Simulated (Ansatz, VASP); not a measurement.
## Two plane-wave programs on HfSi3O8

```
Hf Si O
1.0
     5.50145    0.00000    0.00000
     0.00000    5.50145    0.00000
     0.00000    0.00000    7.98639
Hf Si O
1 3 8
Direct
  0.50000 0.50000 0.00000
  0.00000 0.00000 0.50000
  0.50000 0.00000 0.27929
  0.00000 0.50000 0.72071
  0.25094 0.00000 0.39091
  0.76624 0.50000 0.84338
  0.74906 0.00000 0.39091
  0.23376 0.50000 0.84338
  0.00000 0.74906 0.60909
  0.50000 0.23376 0.15662
  0.00000 0.25094 0.60909
  0.50000 0.76624 0.15662
```

Alike in both runs: functional PBE; k mesh 4 × 4 × 4; occupations gaussian, width 0.02 eV; no spin polarisation.

Ansatz relaxed the structure, and its values are those at the end. VASP's run is a single point on that final structure, the one shown.

```csv
,VASP,Ansatz
version,VASP 6.6.1,Ansatz 0.2.0
potentials or method,"VASP PAW PBE potentials, release 64 (Hf_pv, Si, O), cutoff 520 eV","scalar-relativistic, plane waves, PAW"
valence electrons in the cell,70,86
```

```csv
,VASP,Ansatz,Ansatz less VASP
gap on the k mesh at the Fermi level (eV),4.66,4.66,+0.003
least direct gap on the mesh (eV),4.71,4.71,+0.003
pressure (GPa),-0.2,0.0,+0.25
rms of the force components (eV/Å),0.065,0.004,-0.0616
```

With one functional, cell and mesh, what is left measures potentials, basis and numerics. VASP's potentials hold 70 valence electrons a cell and Ansatz's 86, so a difference there can come from the potentials and not from the codes.

Neither program's run includes spin-orbit coupling.
